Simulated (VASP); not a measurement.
# ZnP (Fm-3m) in VASP: a series of runs

Runs on ZnP. Level: r2SCAN. Tasks: single point.

Everything below comes from runs of VASP 6.6.1. Logs are shortened: lines on timing, memory, paths and dates and some standing lists are left out, and cuts for length are marked.

## 1. The cell of the first run

It takes space group Fm-3m (No. 225, cubic). Conventional cell: a = 5.144 Å, b = 5.144 Å, c = 5.144 Å, α = 90.00°, β = 90.00°, γ = 90.00°. Within 3.4 Å of P (site symmetry m-3m) lie 6 Zn at 2.57 Å. Within 3.4 Å of Zn (site symmetry m-3m) lie 6 P at 2.57 Å.

## 2. Single point, r2SCAN

Contents of POSCAR:

```
ZnP
1.0
    0.0000000000      2.5719190000      2.5719190000
    2.5719190000      0.0000000000      2.5719190000
    2.5719190000      2.5719190000      0.0000000000
P Zn
1 1
Direct
    0.0000000000      0.0000000000      0.0000000000
    0.5000000000      0.5000000000      0.5000000000
```

Contents of INCAR.step1:

```
SYSTEM = ZnP
PREC = Accurate
ENCUT = 550
ISMEAR = -1
SIGMA = 0.1
LREAL = .FALSE.
LASPH = .TRUE.
NELM = 120
NBANDS = 16
GGA = PE
ALGO = Normal
EDIFF = 1E-5
LWAVE = .TRUE.
LCHARG = .FALSE.
GGA_COMPAT = .FALSE.
```

Contents of INCAR.step2:

```
SYSTEM = ZnP
PREC = Accurate
ENCUT = 550
EDIFF = 1E-6
ISMEAR = -1
SIGMA = 0.1
LREAL = .FALSE.
LASPH = .TRUE.
NELM = 120
ALGO = Normal
ISIF = 2
LWAVE = .FALSE.
LCHARG = .FALSE.
METAGGA = R2SCAN
LMIXTAU = .TRUE.
NBANDS = 16
ISTART = 1
GGA_COMPAT = .FALSE.
```

Contents of KPOINTS:

```
regular mesh
0
G
  6 6 6
  0 0 0
```

Potentials or basis: VASP PAW PBE potentials, release 64 (P, Zn).

Run with:

```bash
$ cat potpaw_PBE.64/P/POTCAR potpaw_PBE.64/Zn/POTCAR > POTCAR
$ cp INCAR.step1 INCAR
$ mpirun -np 1 vasp_std > vasp.out
$ cp INCAR.step2 INCAR
$ mpirun -np 1 vasp_std > vasp.out
```

OUTCAR:

```text
SYSTEM = ZnP
   PREC = Accurate
   ENCUT = 550
   EDIFF = 1E-6
   ISMEAR = -1
   LREAL = .FALSE.
   LASPH = .TRUE.
   NELM = 120
   ISIF = 2
   METAGGA = R2SCAN
   ISTART = 1

 ion  position               nearest neighbor table
   1  0.000  0.000  0.000-   2 2.57   2 2.57   2 2.57   2 2.57   2 2.57   2 2.57
   2  0.500  0.500  0.500-   1 2.57   1 2.57   1 2.57   1 2.57   1 2.57   1 2.57

  LATTYP: Found a face centered cubic cell.
 ALAT       =     5.1438380000

  Lattice vectors:

 A1 = (   0.0000000000,   2.5719190000,   2.5719190000)
 A2 = (   2.5719190000,   0.0000000000,   2.5719190000)
 A3 = (   2.5719190000,   2.5719190000,   0.0000000000)

Analysis of symmetry for initial positions (statically):
=====================================================================
 Subroutine PRICEL returns:
 Original cell was already a primitive cell.

 Routine SETGRP: Setting up the symmetry group for a
 face centered cubic supercell.

 Subroutine GETGRP returns: Found 48 space group operations
 (whereof 48 operations were pure point group operations)
 out of a pool of 48 trial point group operations.

The static configuration has the point symmetry O_h .

Analysis of symmetry for dynamics (positions and initial velocities):
=====================================================================
 Subroutine PRICEL returns:
 Original cell was already a primitive cell.

 Routine SETGRP: Setting up the symmetry group for a
 face centered cubic supercell.

 Subroutine GETGRP returns: Found 48 space group operations
 (whereof 48 operations were pure point group operations)
 out of a pool of 48 trial point group operations.

The dynamic configuration has the point symmetry O_h .

 Subroutine INISYM returns: Found 48 space group operations
 (whereof 48 operations are pure point group operations),
 and found     1 'primitive' translations

----------------------------------------------------------------------------------------

                                     Primitive cell

  volume of cell :      34.0253

  direct lattice vectors                    reciprocal lattice vectors
     0.000000000  2.571919000  2.571919000    -0.194407367  0.194407367  0.194407367
     2.571919000  0.000000000  2.571919000     0.194407367 -0.194407367  0.194407367
     2.571919000  2.571919000  0.000000000     0.194407367  0.194407367 -0.194407367

  length of vectors
     3.637242731  3.637242731  3.637242731     0.336723436  0.336723436  0.336723436

  position of ions in fractional coordinates (direct lattice)
     0.000000000  0.000000000  0.000000000
     0.500000000  0.500000000  0.500000000

  ion indices of the primitive-cell ions
   primitive index   ion index
                 1           1
                 2           2

----------------------------------------------------------------------------------------

 KPOINTS: regular mesh

Automatic generation of k-mesh.
 Grid dimensions read from file:
 generate k-points for:    6    6    6

 Generating k-lattice:

  Cartesian coordinates                     Fractional coordinates (reciprocal lattice)
    -0.032401228  0.032401228  0.032401228     0.166666667  0.000000000  0.000000000
     0.032401228 -0.032401228  0.032401228     0.000000000  0.166666667  0.000000000
     0.032401228  0.032401228 -0.032401228     0.000000000  0.000000000  0.166666667

  Length of vectors
     0.056120573  0.056120573  0.056120573

  Shift w.r.t. Gamma in fractional coordinates (k-lattice)
     0.000000000  0.000000000  0.000000000

 Subroutine IBZKPT returns following result:
 ===========================================

 Found     16 irreducible k-points:

 Following reciprocal coordinates:
            Coordinates               Weight
  0.000000  0.000000  0.000000      1.000000
  0.166667  0.000000  0.000000      8.000000
  0.333333  0.000000  0.000000      8.000000
  0.500000  0.000000  0.000000      4.000000
  0.166667  0.166667  0.000000      6.000000
  0.333333  0.166667  0.000000     24.000000
[... 8 lines left out ...]
 -0.333333  0.333333  0.166667     24.000000
 -0.333333  0.500000  0.166667     12.000000
   k-points           NKPTS =     16   k-points in BZ     NKDIM =     16   number of bands    NBANDS=     16
   number of dos      NEDOS =    301   number of ions     NIONS =      2
   total plane-waves  NPLWV =  21952
   dimension x,y,z NGX =    28 NGY =   28 NGZ =   28
   dimension x,y,z NGXF=    56 NGYF=   56 NGZF=   56
   ions per type =               1   1
   NGX,Y,Z   is equivalent  to a cutoff of  12.80, 12.80, 12.80 a.u.
   NGXF,Y,Z  is equivalent  to a cutoff of  25.60, 25.60, 25.60 a.u.
 SYSTEM =  ZnP
   PREC   = accura    normal or accurate (medium, high low for compatibility)
   ISTART =      1    job   : 0-new  1-cont  2-samecut
   ICHARG =      0    charge: 1-file 2-atom 10-const
   ISPIN  =      1    spin polarized calculation?
   LNONCOLLINEAR =      F non collinear calculations
   LSORBIT =      F    spin-orbit coupling
   LASPH  =      T    aspherical Exc in radial PAW
   ENCUT  =  550.0 eV  40.42 Ry    6.36 a.u.   6.96  6.96  6.96*2*pi/ulx,y,z
   NELM   =    120;   NELMIN=  2; NELMDL=  0     # of ELM steps
   EDIFF  = 0.1E-05   stopping-criterion for ELM
   LREAL  =      F    real-space projection
   EDIFFG = 0.1E-04   stopping-criterion for IOM
   NSW    =      0    number of steps for IOM
   IBRION =     -1    ionic relax: 0-MD 1-quasi-New 2-CG
   NFREE  =      0    steps in history (QN), initial steepest desc. (CG)
   ISIF   =      2    stress and relaxation
   ISYM   =      2    0-nonsym 1-usesym 2-fastsym
   POTIM  = 0.5000    time-step for ionic-motion
   TEBEG  =    0.0;   TEEND  =   0.0 temperature during run
   PSTRESS=    0.0 pullay stress
   NELECT =      17.0000    total number of electrons
   NUPDOWN=      -1.0000    fix difference up-down
   EMIN   =  10.00;   EMAX   =-10.00  energy-range for DOS
   EFERMI =   0.00;   METHOD = LEGACY
   ISMEAR =    -1;   SIGMA  =   0.10  broadening in eV -4-tet -1-fermi 0-gaus
   EFERMI_NEDOS =   21; number of points for ismear=-14 and -15
   IALGO  =     38    algorithm
   IMIX   =      4    mixing-type and parameters
     AMIX     =   0.40;   BMIX     =  1.00
     AMIX_MAG =   1.60;   BMIX_MAG =  1.00
  volume/ion in A,a.u.               =      17.01       114.81
  Fermi-wavevector in a.u.,A,eV,Ry     =   1.299044  2.454837 22.960039  1.687515
  Thomas-Fermi vector in A             =   2.430333
   LORBIT       =      0    0 simple, 1 ext, 2 COOP (PROOUT), +10 PAW based schemes
   METAGGA = R2SCAN    functional components
   LHFCALC =     F    Hartree Fock is set to
   AEXX    =    0.0000 exact exchange contribution
   IVDW    =     0    specifies the selected vdW correction
   LEPSILON=     F    determine dielectric tensor
   LRPA    =     F    only Hartree local field effects (RPA)
 non-spin polarized calculation
  energy-cutoff  :      550.00
  volume of cell :       34.03
 maximum number of plane-waves:      1018
   NGX = 13   NGY = 13   NGZ = 13

 number of electron      16.9999994 magnetization

 Free energy of the ion-electron system (eV)
  ---------------------------------------------------
  ext. energy  EPLUGINS =         0.00000000
  ---------------------------------------------------
  free energy    TOTEN  =       -17.59651114 eV

  energy without entropy =      -17.55374358  energy(sigma->0) =      -17.57512736

 E-fermi :   4.0330     XC(G=0): -11.4204

 val. band max:        4.0285446374   @ k =   0.3333   0.1667   0.0000
 cond. band min:       4.0701810579   @ k =   0.5000   0.1667   0.0000
 fundamental gap:      0.0416364205
 Fermi energy:         4.0330334143

 k-point     1 :       0.0000    0.0000    0.0000
  band No.  band energies     occupation
      1      -8.7979      2.00000
      2      -3.0427      2.00000
      3      -3.0427      2.00000
      4      -2.9987      2.00000
      5      -2.9987      2.00000
      6      -2.9987      2.00000
[... 8 lines left out ...]
     15      15.8232      0.00000
     16      15.8232      0.00000

 k-point     2 :       0.1667    0.0000    0.0000
  band No.  band energies     occupation
      1      -8.3909      2.00000
      2      -3.0992      2.00000
      3      -3.0992      2.00000
      4      -3.0286      2.00000
      5      -2.9647      2.00000
      6      -2.9647      2.00000
[... 8 lines left out ...]
     15      14.0136      0.00000
     16      15.3645      0.00000

 k-point     3 :       0.3333    0.0000    0.0000
  band No.  band energies     occupation
      1      -7.2798      2.00000
      2      -3.2184      2.00000
      3      -3.2184      2.00000
      4      -3.1827      2.00000
      5      -2.8868      2.00000
      6      -2.8868      2.00000
[... 8 lines left out ...]
     15      16.1092      0.00000
     16      16.4007      0.00000

 k-point     4 :       0.5000    0.0000    0.0000
  band No.  band energies     occupation
      1      -6.3274      2.00000
      2      -3.5662      2.00000
      3      -3.2770      2.00000
      4      -3.2770      2.00000
      5      -2.8467      2.00000
      6      -2.8467      2.00000
[... 8 lines left out ...]
     15      18.2287      0.00000
     16      18.8210      0.00000

 k-point     5 :       0.1667    0.1667    0.0000
  band No.  band energies     occupation
      1      -8.2657      2.00000
      2      -3.1745      2.00000
      3      -3.0312      2.00000
      4      -3.0219      2.00000
      5      -2.9639      2.00000
      6      -2.9639      2.00000
[... 8 lines left out ...]
     15      16.3666      0.00000
     16      17.4605      0.00000

 k-point     6 :       0.3333    0.1667    0.0000
  band No.  band energies     occupation
      1      -7.4222      2.00000
      2      -3.2698      2.00000
      3      -3.0925      2.00000
      4      -3.0749      2.00000
      5      -2.9053      2.00000
      6      -2.8827      2.00000
[... 8 lines left out ...]
     15      17.2734      0.00000
     16      18.0523      0.00000

 k-point     7 :       0.5000    0.1667    0.0000
  band No.  band energies     occupation
      1      -6.3536      2.00000
      2      -3.3381      2.00000
      3      -3.2045      2.00000
      4      -3.1457      2.00000
      5      -2.8389      2.00000
      6      -2.8166      2.00000
[... 8 lines left out ...]
     15      18.5103      0.00000
     16      20.3327      0.00000

 k-point     8 :      -0.3333    0.1667    0.0000
  band No.  band energies     occupation
      1      -6.6338      2.00000
      2      -3.3553      2.00000
      3      -3.2450      2.00000
      4      -3.0918      2.00000
      5      -2.8754      2.00000
      6      -2.8102      2.00000
[... 8 lines left out ...]
     15      17.0207      0.00000
     16      19.5999      0.00000

 k-point     9 :      -0.1667    0.1667    0.0000
  band No.  band energies     occupation
      1      -7.7553      2.00000
      2      -3.1908      2.00000
      3      -3.1797      2.00000
      4      -3.0480      2.00000
      5      -2.9394      2.00000
      6      -2.8899      2.00000
[... 8 lines left out ...]
     15      17.3921      0.00000
     16      17.4070      0.00000

 k-point    10 :       0.3333    0.3333    0.0000
  band No.  band energies     occupation
      1      -6.9915      2.00000
      2      -3.1451      2.00000
      3      -3.0976      2.00000
      4      -2.9804      2.00000
      5      -2.8654      2.00000
      6      -2.8654      2.00000
[... 8 lines left out ...]
     15      17.6382      0.00000
     16      20.8110      0.00000

 k-point    11 :       0.5000    0.3333    0.0000
  band No.  band energies     occupation
      1      -6.3272      2.00000
      2      -3.1199      2.00000
      3      -3.0441      2.00000
      4      -2.9433      2.00000
      5      -2.8176      2.00000
      6      -2.5387      2.00000
[... 8 lines left out ...]
     15      19.3166      0.00000
     16      21.3076      0.00000

 k-point    12 :      -0.3333    0.3333    0.0000
  band No.  band energies     occupation
      1      -6.0960      2.00000
      2      -3.2065      2.00000
      3      -3.1674      2.00000
      4      -3.0033      2.00000
      5      -2.8389      2.00000
      6      -2.5183      2.00000
[... 8 lines left out ...]
     15      16.9535      0.00000
     16      21.0984      0.00000

 k-point    13 :       0.5000    0.5000    0.0000
  band No.  band energies     occupation
      1      -6.2853      2.00000
      2      -3.1314      2.00000
      3      -2.9598      2.00000
      4      -2.7973      2.00000
      5      -2.7973      2.00000
      6      -1.9602      2.00000
[... 8 lines left out ...]
     15      18.6460      0.00000
     16      20.2469      0.00000

 k-point    14 :       0.5000    0.3333    0.1667
  band No.  band energies     occupation
      1      -6.6111      2.00000
      2      -3.2255      2.00000
      3      -3.1382      2.00000
      4      -3.0798      2.00000
      5      -2.8602      2.00000
      6      -2.7647      2.00000
[... 8 lines left out ...]
     15      19.4658      0.00000
     16      20.1771      0.00000

 k-point    15 :      -0.3333    0.3333    0.1667
  band No.  band energies     occupation
      1      -6.0948      2.00000
      2      -3.2284      2.00000
      3      -3.1043      2.00000
      4      -3.0502      2.00000
      5      -2.8248      2.00000
      6      -2.5028      2.00000
[... 8 lines left out ...]
     15      18.1540      0.00000
     16      20.5233      0.00000

 k-point    16 :      -0.3333    0.5000    0.1667
  band No.  band energies     occupation
      1      -6.0920      2.00000
      2      -3.1072      2.00000
      3      -3.0967      2.00000
      4      -2.9516      2.00000
      5      -2.7973      2.00000
      6      -2.0626      2.00000
[... 8 lines left out ...]
     15      20.2719      0.00000
     16      20.2799      0.00000

------------------------ aborting loop because EDIFF is reached ----------------------------------------

  FORCE on cell =-STRESS in cart. coord.  units (eV):
  Direction    XX          YY          ZZ          XY          YZ          ZX
  --------------------------------------------------------------------------------------
  -------------------------------------------------------------------------------------
  Total       -1.0776371     -1.0776371     -1.0776371      0.0000000     -0.0000000      0.0000000
  in kB      -50.7435995    -50.7435995    -50.7435995      0.0000000     -0.0000000      0.0000000
  external PRESSURE =     -50.7435995 kB  Pullay stress =       0.0000000 kB

 VOLUME and BASIS-vectors are now :
 -----------------------------------------------------------------------------
  energy-cutoff  :      550.00
  volume of cell :       34.03
      direct lattice vectors                 reciprocal lattice vectors
     0.000000000  2.571919000  2.571919000    -0.194407367  0.194407367  0.194407367
     2.571919000  0.000000000  2.571919000     0.194407367 -0.194407367  0.194407367
     2.571919000  2.571919000  0.000000000     0.194407367  0.194407367 -0.194407367

 POSITION                                       TOTAL-FORCE (eV/Angst)
 -----------------------------------------------------------------------------------
      0.00000      0.00000      0.00000         0.000000      0.000000      0.000000
      2.57192      2.57192      2.57192        -0.000000     -0.000000     -0.000000
 -----------------------------------------------------------------------------------
    total drift:                                0.000000      0.000000      0.000000

  FREE ENERGIE OF THE ION-ELECTRON SYSTEM (eV)
  ---------------------------------------------------
  free  energy   TOTEN  =       -17.5965111389 eV

  energy  without entropy=      -17.5537435774  energy(sigma->0) =      -17.57512736
```

Run time: 29 s. Hardware: 1 thread of AMD EPYC 9R45 (Zen 5), shared host; peak memory 0.13 GiB.

What came out:

```yaml
Free_energy: -17.5965 eV
Pressure: -5.1 GPa
Band_gap_on_the_k_mesh: zero (an odd number of electrons rules out a gap without spin polarisation)
```

Caveat: the cell stands under tension; the PAW data sets were made with another functional, which shifts forces and pressure a little.

## 3. Single point, r2SCAN

POSCAR is that of step 2.

Contents of INCAR.step1:

```
ALGO     = Normal         # electronic algorithm
EDIFF    = 1E-5           # SCF threshold, eV
ENCUT    = 550            # plane-wave cutoff, eV
GGA      = PE             # functional
GGA_COMPAT= False        
ISMEAR   = -1             # smearing method
LASPH    = True           # aspherical terms in the spheres
LCHARG   = False          # write CHGCAR
LREAL    = False          # projectors in reciprocal space
LWAVE    = True           # write WAVECAR
NBANDS   = 16             # bands
NELM     = 120            # most SCF steps
PREC     = Accurate       # precision mode
SIGMA    = 0.1            # smearing width, eV
```

Contents of INCAR.step2:

```
ALGO     = Normal         # electronic algorithm
EDIFF    = 1E-6           # SCF threshold, eV
ENCUT    = 550            # plane-wave cutoff, eV
GGA_COMPAT= False        
ISIF     = 2              # what is computed and relaxed
ISMEAR   = -1             # smearing method
ISTART   = 1            
LASPH    = True           # aspherical terms in the spheres
LCHARG   = False          # write CHGCAR
LMIXTAU  = True         
LREAL    = False          # projectors in reciprocal space
LWAVE    = False          # write WAVECAR
METAGGA  = R2SCAN         # meta-GGA
NBANDS   = 16             # bands
NELM     = 120            # most SCF steps
PREC     = Accurate       # precision mode
SIGMA    = 0.1            # smearing width, eV
```

Contents of KPOINTS:

```
k-points
0
Gamma
  6 6 6
```

Potentials or basis: VASP PAW PBE potentials, release 64 (P, Zn).

Run with:

```bash
$ cat potpaw_PBE.64/P/POTCAR potpaw_PBE.64/Zn/POTCAR > POTCAR
$ cp INCAR.step1 INCAR
$ mpirun -np 1 vasp_std > vasp.out
$ cp INCAR.step2 INCAR
$ mpirun -np 1 vasp_std > vasp.out
```

It took 28 s on 1 thread of AMD EPYC 9R45 (Zen 5), shared host; peak memory 0.13 GiB.

Results (log left out):

* Free energy: -17.5965 eV
* Pressure: -5.1 GPa
* Band gap on the k mesh: zero (an odd number of electrons rules out a gap without spin polarisation)

Levels at points of the mesh, in eV from the Fermi level:
```
           k point  band 6  band 7  band 8  band 9  band 10  band 11  band 12  band 13
(0.00, 0.00, 0.00)   -7.03    0.74    0.74    0.74     4.29     8.74     8.74     8.74
(0.50, 0.00, 0.00)   -6.88   -5.73    1.12    1.12     4.77     5.23     5.23     8.45
(0.50, 0.50, 0.00)   -5.99   -5.06   -1.84   -1.84    -0.24     5.07    13.79    13.79
```

Caveat: the cell stands under tension; the PAW data sets were made with another functional, which shifts forces and pressure a little.

The gap in the log of VASP goes by the Fermi energy; the results here count the filled bands.